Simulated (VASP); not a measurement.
# Ge (Fd-3m) in VASP: single point with PBE

Aim: the single point of Ge with PBE.

Program: VASP 6.6.1. These are calculated values, not measurements. Logs are shortened: lines on timing, memory, paths and dates and some standing lists are left out, and cuts for length are marked.

## 1. The cell of the first run

The structure is cubic, space group Fd-3m (No. 227). Conventional cell: a = 5.657 Å, b = 5.657 Å, c = 5.657 Å, α = 90.00°, β = 90.00°, γ = 90.00°. Ge (site symmetry -43m) has 4 Ge at 2.45 Å within 3.2 Å.

## 2. Single point, PBE, non-collinear spin, zero start, spin-orbit coupling

Contents of INCAR:

```
SYSTEM = Ge
  PREC = Accurate
  ENCUT = 520
  EDIFF = 1E-6
  ISMEAR = 0
  SIGMA = 0.03
  LREAL = .FALSE.
  LASPH = .TRUE.
  NELM = 150
  ALGO = Normal
  ISIF = 2
  LWAVE = .FALSE.
  LCHARG = .TRUE.
  MAGMOM = 0 0 0 0 0 0
  LORBIT = 11
  LSORBIT = .TRUE.
  GGA_COMPAT = .FALSE.
  LORBMOM = .TRUE.
  GGA = PE
  LVHAR = .TRUE.
  NBANDS = 40
```

Contents of KPOINTS:

```
Automatic mesh
0
G
  10 10 10
  0 0 0
```

Contents of POSCAR:

```
Ge
1.0
    0.0000000000      2.8287500000      2.8287500000
    2.8287500000      0.0000000000      2.8287500000
    2.8287500000      2.8287500000      0.0000000000
Ge
2
Direct
    0.0000000000      0.0000000000      0.0000000000
    0.2500000000      0.2500000000      0.2500000000
```

Potentials or basis: VASP PAW PBE potentials, release 64 (Ge_d).

On the command line:

```console
cat potpaw_PBE.64/Ge_d/POTCAR > POTCAR
mpirun -np 1 vasp_ncl > vasp.out
```

OUTCAR:

```text
SYSTEM = Ge
   PREC = Accurate
   ENCUT = 520
   EDIFF = 1E-6
   ISMEAR = 0
   LREAL = .FALSE.
   LASPH = .TRUE.
   NELM = 150
   ISIF = 2
   LORBIT = 11
   LSORBIT = .TRUE.
   GGA = PE

 ion  position               nearest neighbor table
   1  0.000  0.000  0.000-   2 2.45   2 2.45   2 2.45   2 2.45
   2  0.250  0.250  0.250-   1 2.45   1 2.45   1 2.45   1 2.45

  LATTYP: Found a face centered cubic cell.
 ALAT       =     5.6575000000

  Lattice vectors:

 A1 = (   0.0000000000,   2.8287500000,   2.8287500000)
 A2 = (   2.8287500000,   0.0000000000,   2.8287500000)
 A3 = (   2.8287500000,   2.8287500000,   0.0000000000)

Analysis of symmetry for initial positions (statically):
=====================================================================
 Subroutine PRICEL returns:
 Original cell was already a primitive cell.

 Routine SETGRP: Setting up the symmetry group for a
 face centered cubic supercell.

 Subroutine GETGRP returns: Found 48 space group operations
 (whereof 24 operations were pure point group operations)
 out of a pool of 48 trial point group operations.

The static configuration has the point symmetry T_d .
 The point group associated with its full space group is O_h .

Analysis of symmetry for dynamics (positions and initial velocities):
=====================================================================
 Subroutine PRICEL returns:
 Original cell was already a primitive cell.

 Routine SETGRP: Setting up the symmetry group for a
 face centered cubic supercell.

 Subroutine GETGRP returns: Found 48 space group operations
 (whereof 24 operations were pure point group operations)
 out of a pool of 48 trial point group operations.

The dynamic configuration has the point symmetry T_d .
 The point group associated with its full space group is O_h .

Analysis of structural, dynamic, and magnetic symmetry:
=====================================================================
 Subroutine PRICEL returns:
 Original cell was already a primitive cell.

 Routine SETGRP: Setting up the symmetry group for a
 face centered cubic supercell.

 Subroutine GETGRP returns: Found 48 space group operations
 (whereof 24 operations were pure point group operations)
 out of a pool of 48 trial point group operations.

The overall configuration has the point symmetry T_d .
 The point group associated with its full space group is O_h .

 Subroutine INISYM returns: Found 48 space group operations
 (whereof 24 operations are pure point group operations),
 and found     1 'primitive' translations

----------------------------------------------------------------------------------------

                                     Primitive cell

  volume of cell :      45.2703

  direct lattice vectors                    reciprocal lattice vectors
     0.000000000  2.828750000  2.828750000    -0.176756518  0.176756518  0.176756518
     2.828750000  0.000000000  2.828750000     0.176756518 -0.176756518  0.176756518
     2.828750000  2.828750000  0.000000000     0.176756518  0.176756518 -0.176756518

  length of vectors
     4.000456615  4.000456615  4.000456615     0.306151270  0.306151270  0.306151270

  position of ions in fractional coordinates (direct lattice)
     0.000000000  0.000000000  0.000000000
     0.250000000  0.250000000  0.250000000

  ion indices of the primitive-cell ions
   primitive index   ion index
                 1           1
                 2           2

----------------------------------------------------------------------------------------

 KPOINTS: Automatic mesh

Automatic generation of k-mesh.
 Grid dimensions read from file:
 generate k-points for:   10   10   10

 Generating k-lattice:

  Cartesian coordinates                     Fractional coordinates (reciprocal lattice)
    -0.017675652  0.017675652  0.017675652     0.100000000  0.000000000  0.000000000
     0.017675652 -0.017675652  0.017675652     0.000000000  0.100000000  0.000000000
     0.017675652  0.017675652 -0.017675652     0.000000000  0.000000000  0.100000000

  Length of vectors
     0.030615127  0.030615127  0.030615127

  Shift w.r.t. Gamma in fractional coordinates (k-lattice)
     0.000000000  0.000000000  0.000000000

 Subroutine IBZKPT returns following result:
 ===========================================

 Found     47 irreducible k-points:

 Following reciprocal coordinates:
            Coordinates               Weight
  0.000000  0.000000  0.000000      1.000000
  0.100000  0.000000  0.000000      8.000000
  0.200000  0.000000  0.000000      8.000000
  0.300000  0.000000  0.000000      8.000000
[... 42 lines left out ...]
   NSW    =      0    number of steps for IOM
   IBRION =     -1    ionic relax: 0-MD 1-quasi-New 2-CG
   NFREE  =      0    steps in history (QN), initial steepest desc. (CG)
   ISIF   =      2    stress and relaxation
   ISYM   =      2    0-nonsym 1-usesym 2-fastsym
   POTIM  = 0.5000    time-step for ionic-motion
   TEBEG  =    0.0;   TEEND  =   0.0 temperature during run
   PSTRESS=    0.0 pullay stress
   NELECT =      28.0000    total number of electrons
   NUPDOWN=      -1.0000    fix difference up-down
   EMIN   =  10.00;   EMAX   =-10.00  energy-range for DOS
   EFERMI =   0.00;   METHOD = LEGACY
   ISMEAR =     0;   SIGMA  =   0.03  broadening in eV -4-tet -1-fermi 0-gaus
   EFERMI_NEDOS =   21; number of points for ismear=-14 and -15
   IALGO  =     38    algorithm
   IMIX   =      4    mixing-type and parameters
     AMIX     =   0.40;   BMIX     =  1.00
     AMIX_MAG =   1.60;   BMIX_MAG =  1.00
  volume/ion in A,a.u.               =      22.64       152.75
  Fermi-wavevector in a.u.,A,eV,Ry     =   1.394835  2.635857 26.471027  1.945566
  Thomas-Fermi vector in A             =   2.518346
   LORBIT       =     11    0 simple, 1 ext, 2 COOP (PROOUT), +10 PAW based schemes
   GGA     = PE    functional components
   LHFCALC =     F    Hartree Fock is set to
   AEXX    =    0.0000 exact exchange contribution
   IVDW    =     0    specifies the selected vdW correction
   LEPSILON=     F    determine dielectric tensor
   LRPA    =     F    only Hartree local field effects (RPA)
 Gauss-broadening in eV      SIGMA  =   0.03
  energy-cutoff  :      520.00
  volume of cell :       45.27
 maximum number of plane-waves:      2486
 NGX is ok and might be reduce to    30
   NGX = 15   NGY = 15   NGZ = 15

 number of electron      28.0000022 magnetization       0.0000000      0.0000000      0.0000000

 number of electron      28.0000022 magnetization      -0.0000000     -0.0000000     -0.0000000

 number of electron      28.0000022 magnetization       0.0000000     -0.0000000     -0.0000000

 number of electron      28.0000022 magnetization       0.0000000     -0.0000000      0.0000000

 Free energy of the ion-electron system (eV)
  ---------------------------------------------------
  ext. energy  EPLUGINS =         0.00000000
  ---------------------------------------------------
  free energy    TOTEN  =        -9.02463432 eV

  energy without entropy =       -9.02460013  energy(sigma->0) =       -9.02461723

 E-fermi :   5.0908     XC(G=0):  -9.9248

 val. band max:        5.0907312092   @ k =   0.0000   0.0000   0.0000
 cond. band min:       5.1789687873   @ k =   0.5000   0.0000   0.0000
 fundamental gap:      0.0882375781
 Fermi energy:         5.0907956971

 k-point     1 :       0.0000    0.0000    0.0000
  band No.  band energies     occupation
      1     -20.0883      1.00000
      2     -20.0883      1.00000
      3     -20.0883      1.00000
      4     -20.0883      1.00000
      5     -20.0255      1.00000
      6     -20.0255      1.00000
[... 1021 lines left out ...]
     39      16.6531      0.00000
     40      16.6552      0.00000

 [... further k-points ...]
[... 5 lines left out ...]
  --------------------------------------------------------------------------------------
  -------------------------------------------------------------------------------------
  Total        1.0227812      1.0227812      1.0227812      0.0000000      0.0000000     -0.0000000
  in kB       36.1975877     36.1975877     36.1975877      0.0000000      0.0000000     -0.0000000
  external PRESSURE =      36.1975877 kB  Pullay stress =       0.0000000 kB

 VOLUME and BASIS-vectors are now :
 -----------------------------------------------------------------------------
  energy-cutoff  :      520.00
  volume of cell :       45.27
      direct lattice vectors                 reciprocal lattice vectors
     0.000000000  2.828750000  2.828750000    -0.176756518  0.176756518  0.176756518
     2.828750000  0.000000000  2.828750000     0.176756518 -0.176756518  0.176756518
     2.828750000  2.828750000  0.000000000     0.176756518  0.176756518 -0.176756518

 POSITION                                       TOTAL-FORCE (eV/Angst)
 -----------------------------------------------------------------------------------
      0.00000      0.00000      0.00000         0.000000      0.000000     -0.000000
      1.41437      1.41437      1.41437        -0.000000     -0.000000      0.000000
 -----------------------------------------------------------------------------------
    total drift:                                0.000000      0.000000      0.000000

  FREE ENERGIE OF THE ION-ELECTRON SYSTEM (eV)
  ---------------------------------------------------
  free  energy   TOTEN  =        -9.0246343250 eV

  energy  without entropy=       -9.0246001322  energy(sigma->0) =       -9.02461723

 orbital moment (x)

 # of ion     p       d       tot
 ----------------------------------------
  1         0.000   0.000   0.000
  2        -0.000   0.000  -0.000
 ----------------------------------------
            0.000   0.000   0.000

 orbital moment (y)

 # of ion     p       d       tot
 ----------------------------------------
  1         0.000   0.000   0.000
  2         0.000   0.000   0.000
 ----------------------------------------
            0.000   0.000   0.000

 orbital moment (z)

 # of ion     p       d       tot
 ----------------------------------------
  1         0.000   0.000   0.000
  2         0.000   0.000   0.000
 ----------------------------------------
            0.000   0.000   0.000

 Spin-Orbit-Coupling matrix elements

 Ion:    1  E_soc:     -0.0183102
 l=   1
     0.0000000    -0.0021009    -0.0021009
    -0.0021009     0.0000000    -0.0021009
    -0.0021009    -0.0021009     0.0000000
 l=   2
     0.0000000    -0.0001901     0.0000000    -0.0001901    -0.0007607
    -0.0001901     0.0000000    -0.0005705    -0.0001901    -0.0001902
     0.0000000    -0.0005705     0.0000000    -0.0005705     0.0000000
    -0.0001901    -0.0001901    -0.0005705     0.0000000    -0.0001902
    -0.0007607    -0.0001902     0.0000000    -0.0001902     0.0000000
 l=   3
     0.0000000     0.0000000     0.0000000     0.0000000     0.0000000     0.0000000     0.0000000
     0.0000000     0.0000000     0.0000000     0.0000000     0.0000000     0.0000000     0.0000000
     0.0000000     0.0000000     0.0000000     0.0000000     0.0000000     0.0000000     0.0000000
     0.0000000     0.0000000     0.0000000     0.0000000     0.0000000     0.0000000     0.0000000
     0.0000000     0.0000000     0.0000000     0.0000000     0.0000000     0.0000000     0.0000000
     0.0000000     0.0000000     0.0000000     0.0000000     0.0000000     0.0000000     0.0000000
     0.0000000     0.0000000     0.0000000     0.0000000     0.0000000     0.0000000     0.0000000

 Ion:    2  E_soc:     -0.0183102
 l=   1
     0.0000000    -0.0021009    -0.0021009
    -0.0021009     0.0000000    -0.0021009
    -0.0021009    -0.0021009     0.0000000
 l=   2
     0.0000000    -0.0001901     0.0000000    -0.0001901    -0.0007607
    -0.0001901     0.0000000    -0.0005705    -0.0001901    -0.0001902
     0.0000000    -0.0005705     0.0000000    -0.0005705     0.0000000
    -0.0001901    -0.0001901    -0.0005705     0.0000000    -0.0001902
    -0.0007607    -0.0001902     0.0000000    -0.0001902     0.0000000
 l=   3
     0.0000000     0.0000000     0.0000000     0.0000000     0.0000000     0.0000000     0.0000000
     0.0000000     0.0000000     0.0000000     0.0000000     0.0000000     0.0000000     0.0000000
     0.0000000     0.0000000     0.0000000     0.0000000     0.0000000     0.0000000     0.0000000
     0.0000000     0.0000000     0.0000000     0.0000000     0.0000000     0.0000000     0.0000000
     0.0000000     0.0000000     0.0000000     0.0000000     0.0000000     0.0000000     0.0000000
     0.0000000     0.0000000     0.0000000     0.0000000     0.0000000     0.0000000     0.0000000
     0.0000000     0.0000000     0.0000000     0.0000000     0.0000000     0.0000000     0.0000000

 total charge

# of ion       s       p       d       tot
------------------------------------------
    1        1.130   1.265  10.024  12.419
    2        1.130   1.265  10.024  12.419
--------------------------------------------------
tot          2.259   2.530  20.048  24.837

 magnetization (x)

# of ion       s       p       d       tot
------------------------------------------
    1       -0.000   0.000   0.000   0.000
    2       -0.000   0.000   0.000   0.000
--------------------------------------------------
tot         -0.000   0.000   0.000   0.000

 magnetization (y)

# of ion       s       p       d       tot
------------------------------------------
    1        0.000   0.000   0.000   0.000
    2        0.000  -0.000   0.000  -0.000
--------------------------------------------------
tot          0.000   0.000   0.000   0.000

 magnetization (z)

# of ion       s       p       d       tot
------------------------------------------
    1       -0.000   0.000  -0.000   0.000
    2       -0.000   0.000  -0.000   0.000
--------------------------------------------------
tot         -0.000   0.000  -0.000   0.000
```

It took 84 s on 1 thread of AMD EPYC 9R45 (Zen 5), shared host; peak memory 0.3 GiB.

What came out:

```yaml
Free_energy: -9.0246 eV
Pressure: 3.6 GPa
Net_moment: 0.00 μB per cell
Valence_electrons_inside_the_program's_atomic_spheres: Ge 12.42
```

Moments on the atoms (μB; x, y, z):
```
Ge  0.00 0.00 0.00
Ge  0.00 0.00 0.00
```
